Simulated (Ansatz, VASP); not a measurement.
Two plane-wave programs on TePb

Contents of INCAR:

```
PREC = Accurate
ENCUT = 500
EDIFF = 1E-6
ISMEAR = 0
SIGMA = 0.05
LREAL = F
LASPH = T
NELM = 120
ALGO = Normal
ISIF = 2
LWAVE = F
LCHARG = F
GGA = RE
NBANDS = 17
GGA_COMPAT = F
```

Contents of KPOINTS:

```
regular mesh
0
Gamma
  6 6 6
```

File POSCAR:

```
TePb
1.0
    0.0000000000      3.3592006901      3.3592006901
    3.3592006901      0.0000000000      3.3592006901
    3.3592006901      3.3592006901      0.0000000000
Pb Te
1 1
Direct
    0.5000000000      0.5000000000      0.5000000000
    0.0000000000      0.0000000000      0.0000000000
```

Input for Ansatz:

```yaml
crystal:
  lattice:
    - [0.0, 3.3592006901, 3.3592006901]
    - [3.3592006901, 0.0, 3.3592006901]
    - [3.3592006901, 3.3592006901, 0.0]
  atoms:
    - { symbol: Pb, position: [0.5, 0.5, 0.5] }
    - { symbol: Te, position: [0.0, 0.0, 0.0] }
basis:
  ecutwfc: 420
  ecutrho_ratio: 4
kpoints:
  mp_grid: { grid: [6, 6, 6] }
hamiltonian:
  xc: revpbe
scf:
  occupations: { method: gaussian, width: 0.05 }
output:
  forces: true
  stress: true
  eigenvalues: true
```

Alike in both runs: task single point; functional revPBE; k mesh 6 × 6 × 6; occupations gaussian, width 0.05 eV; no spin polarisation.

|  | VASP | Ansatz |
| --- | --- | --- |
| version | VASP 6.6.1 | Ansatz 0.2.0 |
| potentials or method | VASP PAW PBE potentials, release 64 (Pb_d, Te), cutoff 500 eV | scalar-relativistic, plane waves, PAW |
| valence electrons in the cell | 20 | 30 |

```csv
,VASP,Ansatz,Ansatz less VASP
gap on the k mesh at the Fermi level (eV),0.99,0.99,-0.004
least direct gap on the mesh (eV),0.99,0.99,-0.004
pressure (GPa),-1.3,-1.3,+0.04
```

VASP's potentials were made for PBE, not for revPBE. VASP's potentials hold 20 valence electrons a cell and Ansatz's 30, so a difference there can come from the potentials and not from the codes.

Neither program's run includes spin-orbit coupling.
